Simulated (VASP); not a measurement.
# MgS5 (P6/mmm) in VASP: further runs

The runs below take MgS5 through single point, relaxation of cell and atoms, with PBE.

All numbers are computed with VASP 6.6.1; they aren't measurements. Logs are shortened: lines on timing, memory, paths and dates and some standing lists are left out, and cuts for length are marked.

**1. The cell of the first run**

It takes space group P6/mmm (No. 191, hexagonal). Conventional cell: a = 6.620 Å, b = 6.620 Å, c = 3.275 Å, α = 90.00°, β = 90.00°, γ = 120.00°. Within 4.3 Å of Mg (site symmetry 6/mmm) lie 2 Mg at 3.27 Å and 18 S at 3.69 to 3.82 Å. S (site symmetry mmm) has 6 S at 2.52 to 3.27 Å within 3.3 Å. S (site symmetry -6m2) has 8 S at 2.52 to 3.27 Å within 3.3 Å.

**2. Single point, PBE**

Input file INCAR:

```
SYSTEM = MgS5
PREC = Accurate
ENCUT = 520
EDIFF = 1E-6
ISMEAR = 0
SIGMA = 0.1
LREAL = .False.
LASPH = .True.
NELM = 100
ALGO = Normal
ISIF = 2
LWAVE = .False.
LCHARG = .False.
GGA = PE
NBANDS = 25
```

Input file KPOINTS:

```
Automatic mesh
0
Gamma
  6 6 4
  0 0 0
```

Input file POSCAR:

```
MgS5
1.0
    6.6200271330      0.0000000000      0.0000000000
   -3.3100135665      5.7331116709      0.0000000000
    0.0000000000      0.0000000000      3.2745524341
Mg S
1 5
Direct
    0.0000000000      0.0000000000      0.0000000000
    0.5000000000      0.0000000000      0.5000000000
    0.5000000000      0.5000000000      0.5000000000
    0.0000000000      0.5000000000      0.5000000000
    0.3333333333      0.6666666667      0.0000000000
    0.6666666667      0.3333333333      0.0000000000
```

Potentials or basis: VASP PAW PBE potentials, release 64 (Mg, S).

The run is started by

```console
> cat potpaw_PBE.64/Mg/POTCAR potpaw_PBE.64/S/POTCAR > POTCAR
> mpirun -np 1 vasp_std > vasp.out
```

OUTCAR:

```text
SYSTEM = MgS5
   PREC = Accurate
   ENCUT = 520
   EDIFF = 1E-6
   ISMEAR = 0
   LREAL = .False.
   LASPH = .True.
   NELM = 100
   ISIF = 2
   GGA = PE

 ion  position               nearest neighbor table
   1  0.000  0.000  0.000-
   2  0.500  0.000  0.500-   5 2.52   6 2.52   5 2.52   6 2.52
   3  0.500  0.500  0.500-   5 2.52   6 2.52   5 2.52   6 2.52
   4  0.000  0.500  0.500-   5 2.52   6 2.52   5 2.52   6 2.52
   5  0.333  0.667  0.000-   2 2.52   2 2.52   4 2.52   4 2.52   3 2.52   3 2.52
   6  0.667  0.333  0.000-   2 2.52   2 2.52   4 2.52   4 2.52   3 2.52   3 2.52

  LATTYP: Found a hexagonal cell.
 ALAT       =     6.6200271330
 C/A-ratio  =     0.4946433554

  Lattice vectors:

 A1 = (   6.6200271330,   0.0000000000,   0.0000000000)
 A2 = (  -3.3100135665,   5.7331116709,   0.0000000000)
 A3 = (   0.0000000000,   0.0000000000,   3.2745524341)

Analysis of symmetry for initial positions (statically):
=====================================================================
 Subroutine PRICEL returns:
 Original cell was already a primitive cell.

 Routine SETGRP: Setting up the symmetry group for a
 hexagonal supercell.

 Subroutine GETGRP returns: Found 24 space group operations
 (whereof 24 operations were pure point group operations)
 out of a pool of 24 trial point group operations.

The static configuration has the point symmetry D_6h.

Analysis of symmetry for dynamics (positions and initial velocities):
=====================================================================
 Subroutine PRICEL returns:
 Original cell was already a primitive cell.

 Routine SETGRP: Setting up the symmetry group for a
 hexagonal supercell.

 Subroutine GETGRP returns: Found 24 space group operations
 (whereof 24 operations were pure point group operations)
 out of a pool of 24 trial point group operations.

The dynamic configuration has the point symmetry D_6h.

 Subroutine INISYM returns: Found 24 space group operations
 (whereof 24 operations are pure point group operations),
 and found     1 'primitive' translations

----------------------------------------------------------------------------------------

                                     Primitive cell

  volume of cell :     124.2803

  direct lattice vectors                    reciprocal lattice vectors
     6.620027133  0.000000000  0.000000000     0.151056783  0.087212674  0.000000000
    -3.310013566  5.733111671  0.000000000     0.000000000  0.174425348  0.000000000
     0.000000000  0.000000000  3.274552434     0.000000000  0.000000000  0.305385246

  length of vectors
     6.620027133  6.620027133  3.274552434     0.174425348  0.174425348  0.305385246

  position of ions in fractional coordinates (direct lattice)
     0.000000000  0.000000000  0.000000000
     0.500000000  0.000000000  0.500000000
     0.500000000  0.500000000  0.500000000
     1.000000000  0.500000000  0.500000000
     0.333333333  0.666666667  0.000000000
     0.666666667  0.333333333  0.000000000

  ion indices of the primitive-cell ions
   primitive index   ion index
                 1           1
                 2           2
                 3           3
                 4           4
                 5           5
                 6           6

----------------------------------------------------------------------------------------

 KPOINTS: Automatic mesh

Automatic generation of k-mesh.
 Grid dimensions read from file:
 generate k-points for:    6    6    4

 Generating k-lattice:

  Cartesian coordinates                     Fractional coordinates (reciprocal lattice)
     0.025176130  0.014535446  0.000000000     0.166666667  0.000000000  0.000000000
     0.000000000  0.029070891  0.000000000     0.000000000  0.166666667  0.000000000
     0.000000000  0.000000000  0.076346311     0.000000000  0.000000000  0.250000000

  Length of vectors
     0.029070891  0.029070891  0.076346311

  Shift w.r.t. Gamma in fractional coordinates (k-lattice)
     0.000000000  0.000000000  0.000000000

 Subroutine IBZKPT returns following result:
 ===========================================

 Found     21 irreducible k-points:

 Following reciprocal coordinates:
            Coordinates               Weight
  0.000000  0.000000  0.000000      1.000000
  0.166667  0.000000  0.000000      6.000000
  0.333333  0.000000  0.000000      6.000000
  0.500000  0.000000  0.000000      3.000000
  0.166667  0.166667  0.000000      6.000000
  0.333333  0.166667  0.000000     12.000000
[... 13 lines left out ...]
  0.333333  0.166667  0.500000     12.000000
  0.333333  0.333333  0.500000      2.000000
   k-points           NKPTS =     21   k-points in BZ     NKDIM =     21   number of bands    NBANDS=     25
   number of dos      NEDOS =    301   number of ions     NIONS =      6
   total plane-waves  NPLWV =  60000
   dimension x,y,z NGX =    50 NGY =   50 NGZ =   24
   dimension x,y,z NGXF=   100 NGYF=  100 NGZF=   48
   ions per type =               1   5
   NGX,Y,Z   is equivalent  to a cutoff of  12.56, 12.56, 12.18 a.u.
   NGXF,Y,Z  is equivalent  to a cutoff of  25.11, 25.11, 24.37 a.u.
 SYSTEM =  MgS5
   PREC   = accura    normal or accurate (medium, high low for compatibility)
   ISTART =      0    job   : 0-new  1-cont  2-samecut
   ICHARG =      2    charge: 1-file 2-atom 10-const
   ISPIN  =      1    spin polarized calculation?
   LNONCOLLINEAR =      F non collinear calculations
   LSORBIT =      F    spin-orbit coupling
   LASPH  =      T    aspherical Exc in radial PAW
   ENCUT  =  520.0 eV  38.22 Ry    6.18 a.u.  12.31 12.31  6.09*2*pi/ulx,y,z
   NELM   =    100;   NELMIN=  2; NELMDL= -5     # of ELM steps
   EDIFF  = 0.1E-05   stopping-criterion for ELM
   LREAL  =      F    real-space projection
   EDIFFG = 0.1E-04   stopping-criterion for IOM
   NSW    =      0    number of steps for IOM
   IBRION =     -1    ionic relax: 0-MD 1-quasi-New 2-CG
   NFREE  =      0    steps in history (QN), initial steepest desc. (CG)
   ISIF   =      2    stress and relaxation
   ISYM   =      2    0-nonsym 1-usesym 2-fastsym
   POTIM  = 0.5000    time-step for ionic-motion
   TEBEG  =    0.0;   TEEND  =   0.0 temperature during run
   PSTRESS=    0.0 pullay stress
   NELECT =      32.0000    total number of electrons
   NUPDOWN=      -1.0000    fix difference up-down
   EMIN   =  10.00;   EMAX   =-10.00  energy-range for DOS
   EFERMI =   0.00;   METHOD = LEGACY
   ISMEAR =     0;   SIGMA  =   0.10  broadening in eV -4-tet -1-fermi 0-gaus
   EFERMI_NEDOS =   21; number of points for ismear=-14 and -15
   IALGO  =     38    algorithm
   IMIX   =      4    mixing-type and parameters
     AMIX     =   0.40;   BMIX     =  1.00
     AMIX_MAG =   1.60;   BMIX_MAG =  1.00
  volume/ion in A,a.u.               =      20.71       139.78
  Fermi-wavevector in a.u.,A,eV,Ry     =   1.041496  1.968141 14.758418  1.084713
  Thomas-Fermi vector in A             =   2.176119
   LORBIT       =      0    0 simple, 1 ext, 2 COOP (PROOUT), +10 PAW based schemes
   GGA     = PE    functional components
   LHFCALC =     F    Hartree Fock is set to
   AEXX    =    0.0000 exact exchange contribution
   IVDW    =     0    specifies the selected vdW correction
   LEPSILON=     F    determine dielectric tensor
   LRPA    =     F    only Hartree local field effects (RPA)
 non-spin polarized calculation
 Gauss-broadening in eV      SIGMA  =   0.10
  energy-cutoff  :      520.00
  volume of cell :      124.28
 maximum number of plane-waves:      3384
 NGX is ok and might be reduce to    50
   NGX = 25   NGY = 25   NGZ = 13

 number of electron      31.9999995 magnetization

 Free energy of the ion-electron system (eV)
  ---------------------------------------------------
  ext. energy  EPLUGINS =         0.00000000
  ---------------------------------------------------
  free energy    TOTEN  =       -18.55445487 eV

  energy without entropy =      -18.54121861  energy(sigma->0) =      -18.54783674

 E-fermi :   4.7901     XC(G=0):  -9.4160

 val. band max:        4.7820142457   @ k =   0.3333   0.1667   0.0000
 cond. band min:       4.8136422668   @ k =   0.3333   0.0000   0.0000
 fundamental gap:      0.0316280210
 Fermi energy:         4.7901476314

 k-point     1 :       0.0000    0.0000    0.0000
  band No.  band energies     occupation
      1     -11.9677      2.00000
      2      -9.8145      2.00000
      3      -8.5323      2.00000
      4      -8.5323      2.00000
      5      -4.2361      2.00000
      6      -1.5447      2.00000
[... 17 lines left out ...]
     24       9.7547      0.00000
     25      10.2699      0.00000

 k-point     2 :       0.1667    0.0000    0.0000
  band No.  band energies     occupation
      1     -11.8984      2.00000
      2     -10.1505      2.00000
      3      -8.5369      2.00000
      4      -8.1138      2.00000
      5      -4.5371      2.00000
      6      -1.4360      2.00000
[... 17 lines left out ...]
     24       9.4251      0.00000
     25      10.7339      0.00000

 k-point     3 :       0.3333    0.0000    0.0000
  band No.  band energies     occupation
      1     -11.7067      2.00000
      2     -10.6689      2.00000
      3      -8.5461      2.00000
      4      -7.3742      2.00000
      5      -5.1801      2.00000
      6      -1.1727      2.00000
[... 468 lines left out ...]
 k-point    20 :       0.3333    0.1667    0.5000
  band No.  band energies     occupation
      1      -9.0284      2.00000
      2      -8.7644      2.00000
      3      -8.5867      2.00000
      4      -8.0780      2.00000
      5      -7.3418      2.00000
      6      -2.2065      2.00000
[... 17 lines left out ...]
     24       9.9512      0.00000
     25      10.9814      0.00000

 k-point    21 :       0.3333    0.3333    0.5000
  band No.  band energies     occupation
      1      -8.9006      2.00000
      2      -8.9006      2.00000
      3      -8.3493      2.00000
      4      -8.3493      2.00000
      5      -7.3459      2.00000
      6      -2.2012      2.00000
[... 17 lines left out ...]
     24       9.3575      0.00000
     25      11.3652      0.00000

------------------------ aborting loop because EDIFF is reached ----------------------------------------

  FORCE on cell =-STRESS in cart. coord.  units (eV):
  Direction    XX          YY          ZZ          XY          YZ          ZX
  --------------------------------------------------------------------------------------
  -------------------------------------------------------------------------------------
  Total       -0.0339351     -0.0339351     -0.1388171      0.0000000     -0.0000000     -0.0000000
  in kB       -0.4374791     -0.4374791     -1.7895817      0.0000000     -0.0000000     -0.0000000
  external PRESSURE =      -0.8881800 kB  Pullay stress =       0.0000000 kB

 VOLUME and BASIS-vectors are now :
 -----------------------------------------------------------------------------
  energy-cutoff  :      520.00
  volume of cell :      124.28
      direct lattice vectors                 reciprocal lattice vectors
     6.620027133  0.000000000  0.000000000     0.151056783  0.087212674  0.000000000
    -3.310013566  5.733111671  0.000000000     0.000000000  0.174425348  0.000000000
     0.000000000  0.000000000  3.274552434     0.000000000  0.000000000  0.305385246

 POSITION                                       TOTAL-FORCE (eV/Angst)
 -----------------------------------------------------------------------------------
      0.00000      0.00000      0.00000        -0.000000      0.000000      0.000000
      3.31001      0.00000      1.63728        -0.000000      0.000000      0.000000
      1.65501      2.86656      1.63728        -0.000000      0.000000      0.000000
     -1.65501      2.86656      1.63728        -0.000000      0.000000      0.000000
     -0.00000      3.82207      0.00000        -0.000000      0.000000      0.000000
      3.31001      1.91104      0.00000         0.000000     -0.000000     -0.000000
 -----------------------------------------------------------------------------------
    total drift:                               -0.000000     -0.000000     -0.000000

  FREE ENERGIE OF THE ION-ELECTRON SYSTEM (eV)
  ---------------------------------------------------
  free  energy   TOTEN  =       -18.5544548686 eV

  energy  without entropy=      -18.5412186097  energy(sigma->0) =      -18.54783674
```

Run time: 84 s. Hardware: 1 thread of AMD EPYC 7R13, shared host; peak memory 0.22 GiB.

What came out:

| Quantity | Value |
| --- | --- |
| Free energy | -18.5545 eV |
| Pressure | -0.1 GPa |
| Band gap on the k mesh | zero (band 16 reaches 5.13 eV, above the bottom of band 17 at 3.63 eV) |

Stress tensor (GPa, compression positive):
```
-0.04  0.00  0.00
 0.00 -0.04  0.00
 0.00  0.00 -0.18
```

Caveat: the k points lie up to 0.48 Å⁻¹ apart.

(Continued in part 2 of 2.)
